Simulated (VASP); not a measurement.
A run of VASP 6.6.1 is set up as follows.

INCAR

```
SYSTEM = BN
PREC = Accurate
ENCUT = 520
EDIFF = 1E-6
ISMEAR = -1
SIGMA = 0.1
LREAL = .False.
LASPH = .True.
NELM = 80
ALGO = Normal
ISIF = 2
LWAVE = .False.
LCHARG = .True.
GGA = RE
LELF = .True.
LVHAR = .True.
NBANDS = 16
```

File KPOINTS:

```
regular mesh
0
Gamma
  12 12 4
  0 0 0
```

The input POSCAR:

```
BN
1.0
    2.4982400000      0.0000000000      0.0000000000
   -1.2491200000      2.1635393048      0.0000000000
    0.0000000000      0.0000000000      6.6357000000
B N
2 2
Direct
    0.3333330000      0.6666670000      0.2500000000
    0.6666670000      0.3333330000      0.7500000000
    0.3333330000      0.6666670000      0.7500000000
    0.6666670000      0.3333330000      0.2500000000
```

Potentials or basis: VASP PAW PBE potentials, release 64 (B, N).

The run is started by

```bash
$ cat potpaw_PBE.64/B/POTCAR potpaw_PBE.64/N/POTCAR > POTCAR
$ mpirun -np 1 vasp_std > vasp.out
```

Question: Predict the pressure.

Answer: 8.2 GPa.

Question: Estimate the band gap on the k mesh.

Answer: 4.37 eV, indirect (least direct gap 4.72 eV).

Stress tensor (GPa, compression positive):
```
10.02  0.00  0.00
 0.00 10.02  0.00
 0.00  0.00  4.45
```

Caveat: the PAW data sets were made with another functional, which shifts forces and pressure a little; this functional lacks dispersion, which binds the layers, so the pressure and a relaxed spacing across them are unreliable. A k mesh can miss the band edges.
